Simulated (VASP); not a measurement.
## Rh: single point with r2SCAN

Crystal: Rh.

```
CELL_PARAMETERS angstrom
0.00000 1.90155 1.80647
1.90155 0.00000 1.80647
1.90155 1.90155 0.00000
ATOMIC_POSITIONS crystal
Rh 0.00000 0.00000 0.00000
```

This cell differs from its parent crystal: strain +0.000 along x and y, -0.050 along z.

```json
{
  "Program": "VASP 6.6.1",
  "Task": "single point",
  "Functional": "r2SCAN",
  "Potentials or basis": "VASP PAW PBE potentials, release 64 (Rh_pv)",
  "Cutoff": "520 eV",
  "k mesh": "22 × 22 × 22",
  "Occupations": "gaussian, width 0.15 eV",
  "Spin": "no spin polarisation",
  "Dipole correction": "no",
  "Further INCAR settings": "ALGO = Normal; EDIFF = 1e-06; NBANDS = 14"
}
```

```yaml
Pressure: 17.8 GPa
```

Stress tensor (GPa, compression positive):
```
13.20  0.00  0.00
 0.00 13.20  0.00
 0.00  0.00 26.95
```

Levels at points of the mesh, in eV from the Fermi level:
| k point | band 4 | band 5 | band 6 | band 7 | band 8 | band 9 | band 10 | band 11 |
| --- | --- | --- | --- | --- | --- | --- | --- | --- |
| (0.00, 0.00, 0.00) | -8.56 | -3.60 | -3.60 | -3.02 | -1.51 | -0.80 | 16.73 | 17.35 |
| (0.50, 0.00, 0.00) | -6.78 | -3.86 | -3.21 | 0.49 | 0.82 | 0.87 | 9.69 | 16.20 |
| (0.50, 0.50, 0.00) | -7.08 | -6.71 | 0.57 | 1.19 | 1.19 | 4.41 | 13.69 | 13.69 |
| (0.50, 0.00, 0.50) | -7.04 | -6.61 | 0.57 | 0.88 | 1.38 | 3.19 | 13.07 | 14.34 |

Run time: 2.8 min on 1 thread of Intel(R) Xeon(R) 6975P-C (Granite Rapids), with other jobs on the host, peak memory 0.24 GiB.

Caveat: the cell differs from its parent crystal (strain +0.000 along x and y, -0.050 along z); the PAW data sets were made with another functional, which shifts forces and pressure a little.
